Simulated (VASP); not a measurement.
## SnO2: single point with PBE

The system is SnO2.

```
Sn O
1.0
     4.78923    0.00000    0.00000
     0.00000    5.59346    0.00000
     0.00000    0.00000    5.30425
Sn O
4 8
Direct
  0.50000 0.66517 0.75000
  0.00000 0.83483 0.25000
  0.50000 0.33483 0.25000
  0.00000 0.16517 0.75000
  0.73012 0.60706 0.07817
  0.23012 0.89294 0.92183
  0.76988 0.89294 0.57817
  0.26988 0.60706 0.42183
  0.73012 0.39294 0.57817
  0.23012 0.10706 0.42183
  0.76988 0.10706 0.07817
  0.26988 0.39294 0.92183
```

- Program: VASP 6.6.1
- Task: single point
- Functional: PBE
- Potentials or basis: VASP PAW PBE potentials, release 64 (Sn_d, O)
- Cutoff: 520 eV
- k mesh: 6 × 6 × 6
- Occupations: gaussian, width 0.05 eV
- Spin: no spin polarisation

| Quantity | Value |
| --- | --- |
| Pressure | 8.7 GPa |
| Largest force | 0.187 eV/Å |
| Band gap on the k mesh | 1.32 eV (least direct gap 1.35 eV) |

Forces in eV/Å, atoms in the order of the input:
```
Sn   0.000  0.187  0.000
Sn   0.000 -0.187  0.000
Sn   0.000 -0.187  0.000
Sn   0.000  0.187  0.000
O    0.006 -0.061 -0.116
O    0.006  0.061  0.116
O   -0.006  0.061 -0.116
O   -0.006 -0.061  0.116
O    0.006  0.061 -0.116
O    0.006 -0.061  0.116
O   -0.006 -0.061 -0.116
O   -0.006  0.061  0.116
```

Stress tensor (GPa, compression positive):
```
 6.78  0.00  0.00
 0.00 13.16  0.00
 0.00  0.00  6.30
```

Levels at points of the mesh, in eV from the valence-band top:
| k point | band 50 | band 51 | band 52 | band 53 | band 54 | band 55 |
| --- | --- | --- | --- | --- | --- | --- |
| (0.00, 0.00, 0.00) | -0.28 | -0.08 | -0.03 | 1.32 | 6.06 | 6.29 |
| (0.50, 0.00, 0.00) | -0.28 | -0.06 | -0.06 | 4.52 | 4.52 | 5.17 |
| (0.00, 0.50, 0.00) | -0.97 | -0.21 | -0.21 | 4.04 | 4.04 | 6.91 |
| (0.50, 0.50, 0.00) | -0.66 | -0.31 | -0.31 | 4.94 | 4.94 | 5.99 |
| (0.00, 0.00, 0.50) | -0.39 | -0.11 | -0.11 | 4.39 | 4.39 | 6.10 |
| (0.50, 0.00, 0.50) | -0.23 | -0.23 | -0.23 | 4.94 | 4.94 | 4.94 |
| (0.00, 0.50, 0.50) | -0.41 | -0.41 | -0.41 | 5.49 | 5.49 | 5.49 |
| (0.50, 0.50, 0.50) | -0.48 | -0.48 | -0.48 | 5.41 | 5.41 | 5.41 |

Run time: 3.7 min on 1 thread of Intel(R) Xeon(R) 6975P-C (Granite Rapids), on a shared host, peak memory 0.5 GiB.

Caveat: the stress differs along the axes, from 6 to 13 GPa; spin-orbit coupling is left out, which moves the levels of the heavy elements. A k mesh can miss the band edges.
